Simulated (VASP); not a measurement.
A run of VASP 6.6.1:

The input INCAR:

```
SYSTEM = NaI
ALGO     = Normal         ! electronic algorithm
EDIFF    = 1E-7           ! SCF threshold, eV
ENCUT    = 520            ! plane-wave cutoff, eV
GGA      = PE             ! functional
ISIF     = 2              ! what is computed and relaxed
ISMEAR   = 0              ! smearing method
LASPH    = .TRUE.         ! aspherical terms in the spheres
LCHARG   = .TRUE.         ! write CHGCAR
LELF     = .TRUE.         ! ELF
LREAL    = .FALSE.        ! projectors in reciprocal space
LVHAR    = .TRUE.       
LWAVE    = .FALSE.        ! write WAVECAR
NBANDS   = 14             ! bands
NELM     = 80             ! most SCF steps
PREC     = Accurate       ! precision mode
SIGMA    = 0.02           ! smearing width, eV
```

File KPOINTS:

```
k-points
0
G
  6 6 6
  0 0 0
```

Contents of POSCAR:

```
NaI
1.0
    0.0000000000      3.2630859104      3.2630859104
    3.2630859104      0.0000000000      3.2630859104
    3.2630859104      3.2630859104      0.0000000000
Na I
1 1
Direct
    0.0000000000      0.0000000000      0.0000000000
    0.5000000000      0.5000000000      0.5000000000
```

Potentials or basis: VASP PAW PBE potentials, release 64 (Na_pv, I).

Command:

```sh
$ cat potpaw_PBE.64/Na_pv/POTCAR potpaw_PBE.64/I/POTCAR > POTCAR
$ mpirun -np 1 vasp_std > vasp.out
```

Hardware: 1 thread of AMD EPYC 7R13, with other jobs on the host.

Problem. Estimate the wall time of this run.

Solution. Run time: 33 s on 1 thread of AMD EPYC 7R13 (shared host), peak memory 0.18 GiB. Counts: scf iterations 13, k points 16.
